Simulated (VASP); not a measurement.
# Al3BN2 (I4mm) in VASP: single point with PBE

Aim: the single point of Al3BN2 with PBE.

Everything below comes from runs of VASP 6.6.1. Logs are shortened: lines on timing, memory, paths and dates and some standing lists are left out, and cuts for length are marked.

## (1) The cell of the first run

Symmetry: I4mm, No. 107, tetragonal system. Conventional cell: a = 4.153 Å, b = 4.153 Å, c = 7.841 Å, α = 90.00°, β = 90.00°, γ = 90.00°. Al (site symmetry 2mm) has 2 N at 1.95 to 1.97 Å and 2 B at 2.11 Å within 2.6 Å. Al (site symmetry 4mm) has 4 N at 2.08 Å and 1 B at 2.30 Å within 2.7 Å. Within 2.8 Å of B (site symmetry 4mm) lie 5 Al at 2.11 to 2.30 Å and 4 N at 2.61 Å. Within 2.6 Å of N (site symmetry 2mm) lie 4 Al at 1.95 to 2.08 Å.

## (2) Single point, PBE

INCAR reads:

```
PREC = Accurate ; ENCUT = 600
EDIFF = 1E-6 ; ISMEAR = 0
SIGMA = 0.15 ; LREAL = F
LASPH = T ; NELM = 120
ALGO = Normal ; ISIF = 2
LWAVE = F ; LCHARG = F
GGA = PE ; NBANDS = 20
GGA_COMPAT = F
```

KPOINTS reads:

```
regular mesh
0
Gamma
  4 4 4
```

POSCAR reads:

```
Al3BN2
1.0
   -2.0764808898      2.0764808898      3.9206520445
    2.0764808898     -2.0764808898      3.9206520445
    2.0764808898      2.0764808898     -3.9206520445
Al B N
3 1 2
Direct
    0.8196203114      0.3196203114      0.5000000000
    0.3196203114      0.8196203114      0.5000000000
    0.5627280403      0.5627280403      0.0000000000
    0.2695815576      0.2695815576      0.0000000000
    0.0679981697      0.5679981697      0.5000000000
    0.5679981697      0.0679981697      0.5000000000
```

Potentials or basis: VASP PAW PBE potentials, release 64 (Al, B, N).

Command:

```console
$ cat potpaw_PBE.64/Al/POTCAR potpaw_PBE.64/B/POTCAR potpaw_PBE.64/N/POTCAR > POTCAR
$ mpirun -np 1 vasp_std > vasp.out
```

OUTCAR:

```text
PREC = Accurate
   ENCUT = 600
   EDIFF = 1E-6
   ISMEAR = 0
   LREAL = F
   LASPH = T
   NELM = 120
   ISIF = 2
   GGA = PE

 ion  position               nearest neighbor table
   1  0.820  0.320  0.500-   5 1.95   6 1.97   4 2.11   4 2.11   3 2.82   3 2.82   3 2.89   3 2.89
                             2 2.94   2 2.94   2 2.94   2 2.94
   2  0.320  0.820  0.500-   6 1.95   5 1.97   4 2.11   4 2.11   3 2.82   3 2.82   3 2.89   3 2.89
                             1 2.94   1 2.94   1 2.94   1 2.94
   3  0.563  0.563  0.000-   5 2.08   6 2.08   5 2.08   6 2.08   4 2.30   2 2.82   1 2.82   2 2.82
                             1 2.82   2 2.89   1 2.89   1 2.89   2 2.89
   4  0.270  0.270  0.000-   1 2.11   2 2.11   1 2.11   2 2.11   3 2.30
   5  0.068  0.568  0.500-   1 1.95   2 1.97   3 2.08   3 2.08
   6  0.568  0.068  0.500-   2 1.95   1 1.97   3 2.08   3 2.08

  LATTYP: Found a body centered tetragonal cell.
 ALAT       =     4.1529617796
 C/A-ratio  =     1.8881233455

  Lattice vectors:

 A1 = (  -2.0764808898,   2.0764808898,   3.9206520445)
 A2 = (   2.0764808898,  -2.0764808898,   3.9206520445)
 A3 = (   2.0764808898,   2.0764808898,  -3.9206520445)

Analysis of symmetry for initial positions (statically):
=====================================================================
 Subroutine PRICEL returns:
 Original cell was already a primitive cell.

 Routine SETGRP: Setting up the symmetry group for a
 body centered tetragonal supercell.

 Subroutine GETGRP returns: Found  8 space group operations
 (whereof  8 operations were pure point group operations)
 out of a pool of 16 trial point group operations.

The static configuration has the point symmetry C_4v.

Analysis of symmetry for dynamics (positions and initial velocities):
=====================================================================
 Subroutine PRICEL returns:
 Original cell was already a primitive cell.

 Routine SETGRP: Setting up the symmetry group for a
 body centered tetragonal supercell.

 Subroutine GETGRP returns: Found  8 space group operations
 (whereof  8 operations were pure point group operations)
 out of a pool of 16 trial point group operations.

The dynamic configuration has the point symmetry C_4v.

 Subroutine INISYM returns: Found  8 space group operations
 (whereof  8 operations are pure point group operations),
 and found     1 'primitive' translations

----------------------------------------------------------------------------------------

[... 90 lines left out ...]
   EDIFFG = 0.1E-04   stopping-criterion for IOM
   NSW    =      0    number of steps for IOM
   IBRION =     -1    ionic relax: 0-MD 1-quasi-New 2-CG
   NFREE  =      0    steps in history (QN), initial steepest desc. (CG)
   ISIF   =      2    stress and relaxation
   ISYM   =      2    0-nonsym 1-usesym 2-fastsym
   POTIM  = 0.5000    time-step for ionic-motion
   TEBEG  =    0.0;   TEEND  =   0.0 temperature during run
   PSTRESS=    0.0 pullay stress
   NELECT =      22.0000    total number of electrons
   NUPDOWN=      -1.0000    fix difference up-down
   EMIN   =  10.00;   EMAX   =-10.00  energy-range for DOS
   EFERMI =   0.00;   METHOD = LEGACY
   ISMEAR =     0;   SIGMA  =   0.15  broadening in eV -4-tet -1-fermi 0-gaus
   EFERMI_NEDOS =   21; number of points for ismear=-14 and -15
   IALGO  =     38    algorithm
   IMIX   =      4    mixing-type and parameters
     AMIX     =   0.40;   BMIX     =  1.00
     AMIX_MAG =   1.60;   BMIX_MAG =  1.00
  volume/ion in A,a.u.               =      11.27        76.05
  Fermi-wavevector in a.u.,A,eV,Ry     =   1.125964  2.127763 17.249384  1.267794
  Thomas-Fermi vector in A             =   2.262643
   LORBIT       =      0    0 simple, 1 ext, 2 COOP (PROOUT), +10 PAW based schemes
   GGA     = PE    functional components
   LHFCALC =     F    Hartree Fock is set to
   AEXX    =    0.0000 exact exchange contribution
   IVDW    =     0    specifies the selected vdW correction
   LEPSILON=     F    determine dielectric tensor
   LRPA    =     F    only Hartree local field effects (RPA)
 non-spin polarized calculation
 Gauss-broadening in eV      SIGMA  =   0.15
  energy-cutoff  :      600.00
  volume of cell :       67.62
 maximum number of plane-waves:      2299
   NGX = 19   NGY = 19   NGZ = 19

 number of electron      22.0000000 magnetization

 Free energy of the ion-electron system (eV)
  ---------------------------------------------------
  ext. energy  EPLUGINS =         0.00000000
  ---------------------------------------------------
  free energy    TOTEN  =       -32.92298086 eV

  energy without entropy =      -32.86211353  energy(sigma->0) =      -32.89254720

 E-fermi :   7.0456     XC(G=0): -10.7990

 val. band max:        7.0348943498   @ k =   0.5000   0.5000   0.2500
 cond. band min:       7.1247666708   @ k =   0.5000   0.2500  -0.0000
 fundamental gap:      0.0898723209
 Fermi energy:         7.0455534206

 k-point     1 :       0.0000    0.0000    0.0000
  band No.  band energies     occupation
      1      -8.7744      2.00000
      2      -6.2299      2.00000
      3      -0.7054      2.00000
      4       1.1361      2.00000
      5       2.2025      2.00000
      6       2.2025      2.00000
[... 288 lines left out ...]
     19      13.3057      0.00000
     20      14.3072      0.00000

------------------------ aborting loop because EDIFF is reached ----------------------------------------

  FORCE on cell =-STRESS in cart. coord.  units (eV):
  Direction    XX          YY          ZZ          XY          YZ          ZX
  --------------------------------------------------------------------------------------
  -------------------------------------------------------------------------------------
  Total       -0.1799114     -0.1799114     -0.0883996      0.0000000      0.0000000      0.0000000
  in kB       -4.2628024     -4.2628024     -2.0945299      0.0000000      0.0000000      0.0000000
  external PRESSURE =      -3.5400449 kB  Pullay stress =       0.0000000 kB

 VOLUME and BASIS-vectors are now :
 -----------------------------------------------------------------------------
  energy-cutoff  :      600.00
  volume of cell :       67.62
      direct lattice vectors                 reciprocal lattice vectors
    -2.076480890  2.076480890  3.920652045     0.000000000  0.240792007  0.127529807
     2.076480890 -2.076480890  3.920652045     0.240792007  0.000000000  0.127529807
     2.076480890  2.076480890 -3.920652045     0.240792007  0.240792007  0.000000000

 POSITION                                       TOTAL-FORCE (eV/Angst)
 -----------------------------------------------------------------------------------
      0.00000      2.07648      2.50624         0.000000     -0.000000     -0.016601
      2.07648      0.00000      2.50624        -0.000000      0.000000     -0.016601
      0.00000      0.00000      4.41252         0.000000      0.000000      0.010672
      0.00000      0.00000      2.11387        -0.000000     -0.000000      0.020829
      2.07648      0.00000      0.53319         0.000000      0.000000      0.000851
      0.00000      2.07648      0.53319         0.000000      0.000000      0.000851
 -----------------------------------------------------------------------------------
    total drift:                                0.000000      0.000000      0.000433

  FREE ENERGIE OF THE ION-ELECTRON SYSTEM (eV)
  ---------------------------------------------------
  free  energy   TOTEN  =       -32.9229808642 eV

  energy  without entropy=      -32.8621135311  energy(sigma->0) =      -32.89254720
```

OSZICAR:

```text
N       E                     dE             d eps       ncg     rms          rms(c)
DAV:   1     0.619477521852E+02    0.61948E+02   -0.10370E+04   520   0.107E+03
DAV:   2    -0.313950143718E+02   -0.93343E+02   -0.89411E+02   692   0.195E+02
DAV:   3    -0.375319602659E+02   -0.61369E+01   -0.60868E+01   652   0.510E+01
DAV:   4    -0.375907966589E+02   -0.58836E-01   -0.58807E-01   620   0.531E+00
DAV:   5    -0.375916637744E+02   -0.86712E-03   -0.86710E-03   652   0.664E-01    0.122E+01
DAV:   6    -0.336787933324E+02    0.39129E+01   -0.28349E+01   636   0.258E+01    0.701E+00
DAV:   7    -0.330044403382E+02    0.67435E+00   -0.52863E+00   604   0.108E+01    0.290E+00
DAV:   8    -0.329385012031E+02    0.65939E-01   -0.32637E-01   576   0.336E+00    0.147E+00
DAV:   9    -0.329231567457E+02    0.15344E-01   -0.48613E-02   616   0.133E+00    0.290E-01
DAV:  10    -0.329228925660E+02    0.26418E-03   -0.34382E-03   616   0.356E-01    0.170E-01
DAV:  11    -0.329229798119E+02   -0.87246E-04   -0.75590E-04   616   0.153E-01    0.465E-02
DAV:  12    -0.329229840550E+02   -0.42431E-05   -0.12989E-04   624   0.548E-02    0.283E-02
DAV:  13    -0.329229811638E+02    0.28912E-05   -0.35314E-05   652   0.317E-02    0.533E-03
DAV:  14    -0.329229808642E+02    0.29959E-06   -0.35127E-06   528   0.109E-02
   1 F= -.32922981E+02 E0= -.32892547E+02  d E =-.608673E-01
```

Wall time 46 s (1 thread of Intel Xeon 8259CL, shared host); peak memory 0.23 GiB.

Results:

| Item | Value |
| --- | --- |
| Free energy | -32.9230 eV |
| Pressure | -0.4 GPa |
| Largest force | 0.021 eV/Å |
| Band gap on the k mesh | zero (band 11 reaches 7.19 eV, above the bottom of band 12 at 6.23 eV) |

Forces in eV/Å, atoms in the order of the input:
```
Al   0.000  0.000 -0.017
Al   0.000  0.000 -0.017
Al   0.000  0.000  0.011
B    0.000  0.000  0.021
N    0.000  0.000  0.001
N    0.000  0.000  0.001
```

Stress tensor (GPa, compression positive):
```
-0.43  0.00  0.00
 0.00 -0.43  0.00
 0.00  0.00 -0.21
```

Caveat: the k points lie up to 0.53 Å⁻¹ apart.
